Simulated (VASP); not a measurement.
A run of VASP 6.6.1 is set up as follows.

File INCAR:

```
SYSTEM = AsF
PREC = Accurate
ENCUT = 520
EDIFF = 1E-7
ISMEAR = 0
SIGMA = 0.1
LREAL = .False.
LASPH = .True.
NELM = 60
ALGO = Normal
ISIF = 2
LWAVE = .False.
LCHARG = .False.
GGA = PE
NBANDS = 13
```

File KPOINTS:

```
Automatic mesh
0
Gamma
  6 6 6
  0 0 0
```

The input POSCAR:

```
AsF
1.0
    0.0000000000      2.7019275568      2.7019275568
    2.7019275568      0.0000000000      2.7019275568
    2.7019275568      2.7019275568      0.0000000000
As F
1 1
Direct
    0.0000000000      0.0000000000      0.0000000000
    0.7500000000      0.7500000000      0.7500000000
```

Potentials or basis: VASP PAW PBE potentials, release 64 (As, F).

Command:

```sh
$ cat potpaw_PBE.64/As/POTCAR potpaw_PBE.64/F/POTCAR > POTCAR
$ mpirun -np 1 vasp_std > vasp.out
```

Question: Predict the band gap on the k mesh.

Answer: Zero (bands 6 and 7 overlap by 1.12 eV).

Question: Estimate the pressure.

Answer: -0.1 GPa.
